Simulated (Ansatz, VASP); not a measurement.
## One calculation of Mg2B3, two programs

```xyz
5
Lattice="4.0982 0.0000 0.0000 -2.0491 3.5492 0.0000 0.0000 0.0000 4.6162" Properties=species:S:1:pos:R:3 pbc="T T T"
Mg    0.0000    2.3661    0.0000
Mg    2.0491    1.1831    0.0000
B     0.0000    2.3661    2.3081
B     2.0491    1.1831    2.3081
B     0.0000    0.0000    2.3081
```

Alike in both runs: functional PBE; k mesh 12 × 12 × 8; occupations gaussian, width 0.1 eV; no spin polarisation.

Ansatz relaxed the structure, and its values are those at the end. VASP's run is a single point on that final structure, the one shown.

|  | VASP | Ansatz |
| --- | --- | --- |
| version | VASP 6.6.1 | Ansatz 0.2.0 |
| potentials or method | VASP PAW PBE potentials, release 64 (Mg, B), cutoff 520 eV | scalar-relativistic, plane waves, PAW |
| valence electrons in the cell | 13 | 29 |

```csv
,VASP,Ansatz,Ansatz less VASP
gap on the k mesh at the Fermi level (eV),none,none,-
pressure (GPa),0.0,0.0,-0.04
```

A gap of «none» marks a metal or a gap that the smearing closes. With one functional, cell and mesh, what is left measures potentials, basis and numerics. VASP's potentials hold 13 valence electrons a cell and Ansatz's 29, so a difference there can come from the potentials and not from the codes.
